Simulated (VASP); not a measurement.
A run of VASP 6.6.1:

INCAR

```
SYSTEM = HfC
PREC = Accurate
ENCUT = 520
EDIFF = 1E-7
ISMEAR = -1
SIGMA = 0.05
LREAL = .FALSE.
LASPH = .TRUE.
NELM = 60
ALGO = Normal
ISIF = 2
LWAVE = .FALSE.
LCHARG = .FALSE.
GGA = PE
NBANDS = 14
```

The input KPOINTS:

```
Automatic mesh
0
G
  15 15 15
  0 0 0
```

Contents of POSCAR:

```
HfC
1.0
   -0.0465000000      2.3017500000      2.3017500000
    2.3017500000     -0.0465000000      2.3017500000
    2.3017500000      2.3017500000     -0.0465000000
Hf C
1 1
Direct
    0.5000000000      0.5000000000      0.5000000000
    0.0000000000      0.0000000000      0.0000000000
```

Potentials or basis: VASP PAW PBE potentials, release 64 (Hf_pv, C).

Command:

```console
$ cat potpaw_PBE.64/Hf_pv/POTCAR potpaw_PBE.64/C/POTCAR > POTCAR
$ mpirun -np 1 vasp_std > vasp.out
```

Hardware: 1 thread of Intel(R) Xeon(R) 6975P-C (Granite Rapids) (shared host).

Task: Estimate the wall time of this run.

Result: It took 29 s on 1 thread of Intel(R) Xeon(R) 6975P-C (Granite Rapids), with other jobs on the host, peak memory 0.24 GiB. Counts: scf iterations 14, k points 344.
